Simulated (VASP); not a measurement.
# Zr2Si4GePd (Pmmn) in VASP: relaxation of cell and atoms with PBE

Aim: the relaxation of cell and atoms of Zr2Si4GePd with PBE.

All numbers are computed with VASP 6.6.1; they aren't measurements. Logs are shortened: lines on timing, memory, paths and dates and some standing lists are left out, and cuts for length are marked.

## Step 1: The cell of the first run

It takes space group Pmmn (No. 59, orthorhombic). The conventional cell has a = 3.592 Å, b = 3.977 Å, c = 19.274 Å, α = 90.00°, β = 90.00°, γ = 90.00°. Zr (site symmetry mm2) has 10 Si at 2.76 to 3.77 Å and 4 Pd at 3.08 Å and 4 Zr at 3.59 to 3.62 Å within 3.8 Å. Within 3.7 Å of Zr (site symmetry mm2) lie 8 Si at 2.82 to 3.49 Å and 4 Ge at 3.05 Å and 4 Zr at 3.59 to 3.62 Å. Si (site symmetry mm2) has 4 Pd at 2.42 to 2.46 Å and 4 Si at 2.70 Å within 3.2 Å. Within 3.1 Å of Si (site symmetry mm2) lie 2 Si at 2.35 Å and 1 Pd at 2.37 Å and 6 Zr at 2.81 to 2.82 Å. Si (site symmetry mm2) has 4 Ge at 2.50 to 3.21 Å and 4 Si at 2.91 Å within 3.3 Å. Within 3.1 Å of Si (site symmetry mm2) lie 2 Si at 2.35 Å and 1 Ge at 2.40 Å and 6 Zr at 2.76 to 2.84 Å. Ge (site symmetry mm2) has 5 Si at 2.40 to 3.21 Å and 4 Zr at 3.05 Å within 3.3 Å. Pd (site symmetry mm2) has 5 Si at 2.37 to 2.46 Å and 4 Zr at 3.08 Å within 3.1 Å.

## Step 2: Relaxation of cell and atoms, PBE

File INCAR:

```
SYSTEM = Zr2Si4GePd
  PREC = Accurate
  ENCUT = 500
  EDIFF = 1E-7
  ISMEAR = 0
  SIGMA = 0.1
  LREAL = .False.
  LASPH = .True.
  NELM = 120
  ALGO = Normal
  ISIF = 3
  LWAVE = .False.
  LCHARG = .False.
  GGA = PE
  IBRION = 2
  NSW = 100
  EDIFFG = -0.01
  GGA_COMPAT = .False.
  NELMIN = 4
  KPAR = 4
```

File KPOINTS:

```
regular mesh
0
Gamma
  8 8 2
  0 0 0
```

File POSCAR:

```
Zr2Si4GePd
1.0
    3.5918332661      0.0000000000      0.0000000000
    0.0000000000      3.9766043955      0.0000000000
    0.0000000000      0.0000000000     19.2743940510
Zr Si Ge Pd
4 8 2 2
Direct
    0.5000000000      0.0000000000      0.1582557436
    0.0000000000      0.5000000000      0.8417442564
    0.0000000000      0.0000000000      0.6846503176
    0.5000000000      0.5000000000      0.3153496824
    0.0000000000      0.0000000000      0.0077289587
    0.5000000000      0.5000000000      0.9922710413
    0.0000000000      0.5000000000      0.2023382601
    0.5000000000      0.0000000000      0.7976617399
    0.5000000000      0.0000000000      0.5295904998
    0.0000000000      0.5000000000      0.4704095002
    0.0000000000      0.0000000000      0.2671033814
    0.5000000000      0.5000000000      0.7328966186
    0.0000000000      0.0000000000      0.3914039343
    0.5000000000      0.5000000000      0.6085960657
    0.5000000000      0.0000000000      0.9206142233
    0.0000000000      0.5000000000      0.0793857767
```

Potentials or basis: VASP PAW PBE potentials, release 64 (Zr_sv, Si, Ge_d, Pd).

Started as:

```
cat potpaw_PBE.64/Zr_sv/POTCAR potpaw_PBE.64/Si/POTCAR potpaw_PBE.64/Ge_d/POTCAR potpaw_PBE.64/Pd/POTCAR > POTCAR
mpirun -np 4 vasp_std > vasp.out
```

OUTCAR:

```text
SYSTEM = Zr2Si4GePd
   PREC = Accurate
   ENCUT = 500
   EDIFF = 1E-7
   ISMEAR = 0
   LREAL = .False.
   LASPH = .True.
   NELM = 120
   ISIF = 3
   GGA = PE
   IBRION = 2
   NSW = 100
   EDIFFG = -0.01
   NELMIN = 4

 ion  position               nearest neighbor table
   1  0.500  0.000  0.158-  11 2.76  11 2.76   7 2.81   7 2.81   7 2.81   7 2.81  16 3.08  16 3.08
                            16 3.08  16 3.08   5 3.41   5 3.41   4 3.62   4 3.62
   2  0.000  0.500  0.842-  12 2.76  12 2.76   8 2.81   8 2.81   8 2.81   8 2.81  15 3.08  15 3.08
                            15 3.08  15 3.08   6 3.41   6 3.41   3 3.62   3 3.62
   3  0.000  0.000  0.685-   8 2.82   8 2.82  12 2.84  12 2.84  12 2.84  12 2.84  14 3.05  14 3.05
                            14 3.05  14 3.05   9 3.49   9 3.49   2 3.62   2 3.62
   4  0.500  0.500  0.315-   7 2.82   7 2.82  11 2.84  11 2.84  11 2.84  11 2.84  13 3.05  13 3.05
                            13 3.05  13 3.05  10 3.49  10 3.49   1 3.62   1 3.62
   5  0.000  0.000  0.008-  16 2.42  16 2.42  15 2.46  15 2.46   6 2.70   6 2.70   6 2.70   6 2.70
                             1 3.41   1 3.41
   6  0.500  0.500  0.992-  15 2.42  15 2.42  16 2.46  16 2.46   5 2.70   5 2.70   5 2.70   5 2.70
                             2 3.41   2 3.41
   7  0.000  0.500  0.202-  11 2.35  11 2.35  16 2.37   1 2.81   1 2.81   1 2.81   1 2.81   4 2.82
                             4 2.82
   8  0.500  0.000  0.798-  12 2.35  12 2.35  15 2.37   2 2.81   2 2.81   2 2.81   2 2.81   3 2.82
                             3 2.82
   9  0.500  0.000  0.530-  14 2.50  14 2.50  10 2.91  10 2.91  10 2.91  10 2.91   3 3.49   3 3.49

  10  0.000  0.500  0.470-  13 2.50  13 2.50   9 2.91   9 2.91   9 2.91   9 2.91   4 3.49   4 3.49

  11  0.000  0.000  0.267-   7 2.35   7 2.35  13 2.40   1 2.76   1 2.76   4 2.84   4 2.84   4 2.84
                             4 2.84
  12  0.500  0.500  0.733-   8 2.35   8 2.35  14 2.40   2 2.76   2 2.76   3 2.84   3 2.84   3 2.84
                             3 2.84
  13  0.000  0.000  0.391-  11 2.40  10 2.50  10 2.50   4 3.05   4 3.05   4 3.05   4 3.05
  14  0.500  0.500  0.609-  12 2.40   9 2.50   9 2.50   3 3.05   3 3.05   3 3.05   3 3.05
  15  0.500  0.000  0.921-   8 2.37   6 2.42   6 2.42   5 2.46   5 2.46   2 3.08   2 3.08   2 3.08
                             2 3.08
  16  0.000  0.500  0.079-   7 2.37   5 2.42   5 2.42   6 2.46   6 2.46   1 3.08   1 3.08   1 3.08
                             1 3.08

  LATTYP: Found a simple orthorhombic cell.
 ALAT       =     3.5918332661
 B/A-ratio  =     1.1071238838
 C/A-ratio  =     5.3661717076

  Lattice vectors:

 A1 = (   3.5918332661,   0.0000000000,   0.0000000000)
 A2 = (   0.0000000000,   3.9766043955,   0.0000000000)
 A3 = (   0.0000000000,   0.0000000000,  19.2743940510)

Analysis of symmetry for initial positions (statically):
=====================================================================
 Subroutine PRICEL returns:
 Original cell was already a primitive cell.

[... 180 lines left out ...]
   LEPSILON=     F    determine dielectric tensor
   LRPA    =     F    only Hartree local field effects (RPA)
 conjugate gradient relaxation of ions
 non-spin polarized calculation
 Gauss-broadening in eV      SIGMA  =   0.10
  energy-cutoff  :      500.00
  volume of cell :      275.30
 maximum number of plane-waves:      7048
 NGX is ok and might be reduce to    28
   NGX = 13   NGY = 15   NGZ = 71

--------------------------------------- Ionic step        1  -------------------------------------------

 number of electron     127.9999997 magnetization

 Free energy of the ion-electron system (eV)
  ---------------------------------------------------
  ext. energy  EPLUGINS =         0.00000000
  ---------------------------------------------------
  free energy    TOTEN  =      -103.11988385 eV

  energy without entropy =     -103.09125664  energy(sigma->0) =     -103.10557025

------------------------ aborting loop because EDIFF is reached ----------------------------------------

  FORCE on cell =-STRESS in cart. coord.  units (eV):
  Direction    XX          YY          ZZ          XY          YZ          ZX
  --------------------------------------------------------------------------------------
  -------------------------------------------------------------------------------------
  Total        2.0558763     -2.0594352      1.3343097      0.0000000      0.0000000      0.0000000
  in kB       11.9646024    -11.9853143      7.7652944      0.0000000      0.0000000      0.0000000
  external PRESSURE =       2.5815275 kB  Pullay stress =       0.0000000 kB
[... 131 lines left out ...]
  FREE ENERGIE OF THE ION-ELECTRON SYSTEM (eV)
  ---------------------------------------------------
  free  energy   TOTEN  =      -103.1483941341 eV

  energy  without entropy=     -103.1195478207  energy(sigma->0) =     -103.13397098

[... ionic steps 4 to 24 ...]

--------------------------------------- Ionic step       25  -------------------------------------------

 number of electron     128.0000032 magnetization

------------------------ aborting loop because EDIFF is reached ----------------------------------------
[... 95 lines left out ...]
--------------------------------------- Ionic step       27  -------------------------------------------

 number of electron     128.0000031 magnetization

 Free energy of the ion-electron system (eV)
  ---------------------------------------------------
  ext. energy  EPLUGINS =         0.00000000
  ---------------------------------------------------
  free energy    TOTEN  =      -103.19960492 eV

  energy without entropy =     -103.16716907  energy(sigma->0) =     -103.18338699

 E-fermi :   9.4006     XC(G=0): -11.2739

 val. band max:        9.3981248369   @ k =   0.2500   0.3750   0.0000
 cond. band min:       9.4066382584   @ k =   0.1250   0.0000   0.5000
 fundamental gap:      0.0085134215
 Fermi energy:         9.4005934850

 k-point     1 :       0.0000    0.0000    0.0000
  band No.  band energies     occupation
      1     -39.8636      2.00000
      2     -39.8636      2.00000
      3     -39.8026      2.00000
      4     -39.8026      2.00000
      5     -18.0281      2.00000
      6     -18.0279      2.00000
[... 1885 lines left out ...]
     75      12.0932      0.00000
     76      12.0932      0.00000

 [... further k-points ...]

------------------------ aborting loop because EDIFF is reached ----------------------------------------

  FORCE on cell =-STRESS in cart. coord.  units (eV):
  Direction    XX          YY          ZZ          XY          YZ          ZX
  --------------------------------------------------------------------------------------
  -------------------------------------------------------------------------------------
  Total       -0.0617482     -0.0850841      0.0424920      0.0000000      0.0000000      0.0000000
  in kB       -0.3573429     -0.4923906      0.2459058      0.0000000      0.0000000      0.0000000
  external PRESSURE =      -0.2012759 kB  Pullay stress =       0.0000000 kB
[... 31 lines left out ...]
  FREE ENERGIE OF THE ION-ELECTRON SYSTEM (eV)
  ---------------------------------------------------
  free  energy   TOTEN  =      -103.1996049180 eV

  energy  without entropy=     -103.1671690699  energy(sigma->0) =     -103.18338699

 reached required accuracy - stopping structural energy minimisation
```

CONTCAR:

```text
Zr2Si4GePd
   1.00000000000000
     3.6557061148847287    0.0000000000000000    0.0000000000000000
     0.0000000000000000    3.8750291730352311    0.0000000000000000
     0.0000000000000000    0.0000000000000000   19.5435344665354158
  Zr              Si              Ge              Pd
     4     8     2     2
Direct
     0.5000000000000000    0.0000000000000000    0.1588205361644019
     0.0000000000000000    0.5000000000000000    0.8411794638355981
     0.0000000000000000    0.0000000000000000    0.6871862483678254
     0.5000000000000000    0.5000000000000000    0.3128137516321745
     0.0000000000000000    0.0000000000000000    0.0037740399415595
     0.5000000000000000    0.5000000000000000    0.9962259600584406
[... 8 lines left out ...]
     0.5000000000000000    0.0000000000000000    0.9205194649790941
     0.0000000000000000    0.5000000000000000    0.0794805350209060

  0.00000000E+00  0.00000000E+00  0.00000000E+00
  0.00000000E+00  0.00000000E+00  0.00000000E+00
  0.00000000E+00  0.00000000E+00  0.00000000E+00
  0.00000000E+00  0.00000000E+00  0.00000000E+00
  0.00000000E+00  0.00000000E+00  0.00000000E+00
  0.00000000E+00  0.00000000E+00  0.00000000E+00
[... 8 lines left out ...]
  0.00000000E+00  0.00000000E+00  0.00000000E+00
  0.00000000E+00  0.00000000E+00  0.00000000E+00
```

Run time: 52 min. Hardware: 4 MPI ranks of Intel Xeon 6975P-C (Granite Rapids), shared host; peak memory 0.95 GiB.

What came out:

```
Free energy                           : -103.1996 eV
Relaxed volume                        : 17.30 Å³/atom
Relaxed cell                          : a = 3.656 Å, b = 3.875 Å, c = 19.544 Å, α = 90.00°, β = 90.00°, γ = 90.00°
Space group after relaxing (to 0.1 Å) : Pmmn (No. 59)
Energy gained by relaxing             : 5.0 meV/atom
Ionic steps                           : 27
Pressure after relaxing               : 0.0 GPa
Largest force after relaxing          : 0.008 eV/Å
Band gap on the k mesh                : zero (bands 64 and 65 overlap by 0.66 eV)
```

Forces in eV/Å, atoms in the order of the input:
```
Zr   0.000  0.000  0.004
Zr   0.000  0.000 -0.004
Zr   0.000  0.000 -0.003
Zr   0.000  0.000  0.003
Si   0.000  0.000  0.008
Si   0.000  0.000 -0.008
Si   0.000  0.000  0.007
Si   0.000  0.000 -0.007
Si   0.000  0.000  0.003
Si   0.000  0.000 -0.003
Si   0.000  0.000  0.005
Si   0.000  0.000 -0.005
Ge   0.000  0.000  0.002
Ge   0.000  0.000 -0.002
Pd   0.000  0.000 -0.007
Pd   0.000  0.000  0.007
```

Step by step:
| step | energy change (eV) | largest force (eV/Å) | pressure (GPa) | volume (Å³) |
| --- | --- | --- | --- | --- |
| 1 | 0.0000 | 0.1261 | 0.26 | 275.30 |
| 2 | -0.0240 | 0.2032 | -0.17 | 276.40 |
| 3 | -0.0285 | 0.2525 | -0.42 | 277.11 |
| 4 | -0.0444 | 0.2186 | 0.31 | 275.81 |
| 5 | -0.0463 | 0.2022 | 0.67 | 275.19 |
| 6 | -0.0581 | 0.1227 | 0.21 | 276.38 |
| 7 | -0.0613 | 0.1371 | -0.17 | 277.41 |
| 8 | -0.0661 | 0.1031 | -0.06 | 277.27 |
| 9 | -0.0668 | 0.1015 | 0.01 | 277.19 |
| 10 | -0.0685 | 0.0948 | 0.00 | 277.21 |
| 11 | -0.0718 | 0.0758 | -0.01 | 277.26 |
| 12 | -0.0711 | 0.1671 | -0.02 | 277.37 |
| 13 | -0.0727 | 0.1021 | -0.02 | 277.31 |
| 14 | -0.0739 | 0.0936 | -0.02 | 277.29 |
| 15 | -0.0766 | 0.0690 | -0.01 | 277.23 |
| 16 | -0.0776 | 0.0639 | 0.03 | 277.11 |
| 17 | -0.0779 | 0.0541 | 0.01 | 277.15 |
| 18 | -0.0784 | 0.0424 | -0.03 | 277.18 |
| 19 | -0.0788 | 0.0351 | -0.11 | 277.24 |
| 20 | -0.0792 | 0.0274 | 0.02 | 276.89 |
| 21 | -0.0792 | 0.0247 | 0.07 | 276.76 |
| 22 | -0.0794 | 0.0190 | 0.00 | 276.90 |
| 23 | -0.0794 | 0.0222 | -0.04 | 276.97 |
| 24 | -0.0794 | 0.0198 | -0.02 | 276.94 |
| 25 | -0.0795 | 0.0174 | -0.01 | 276.90 |
| 26 | -0.0796 | 0.0142 | 0.02 | 276.80 |
| 27 | -0.0797 | 0.0083 | -0.02 | 276.85 |

Final structure:
```yaml
crystal:
  lattice:
    - [3.65571, 0.00000, 0.00000]
    - [0.00000, 3.87503, 0.00000]
    - [0.00000, 0.00000, 19.54353]
  atoms:
    - { symbol: Zr, position: [0.50000, 0.00000, 0.15882] }
    - { symbol: Zr, position: [0.00000, 0.50000, 0.84118] }
    - { symbol: Zr, position: [0.00000, 0.00000, 0.68719] }
    - { symbol: Zr, position: [0.50000, 0.50000, 0.31281] }
    - { symbol: Si, position: [0.00000, 0.00000, 0.00377] }
    - { symbol: Si, position: [0.50000, 0.50000, 0.99623] }
    - { symbol: Si, position: [0.00000, 0.50000, 0.20105] }
    - { symbol: Si, position: [0.50000, 0.00000, 0.79895] }
    - { symbol: Si, position: [0.50000, 0.00000, 0.52109] }
    - { symbol: Si, position: [0.00000, 0.50000, 0.47891] }
    - { symbol: Si, position: [0.00000, 0.00000, 0.26788] }
    - { symbol: Si, position: [0.50000, 0.50000, 0.73212] }
    - { symbol: Ge, position: [0.00000, 0.00000, 0.39288] }
    - { symbol: Ge, position: [0.50000, 0.50000, 0.60712] }
    - { symbol: Pd, position: [0.50000, 0.00000, 0.92052] }
    - { symbol: Pd, position: [0.00000, 0.50000, 0.07948] }
```
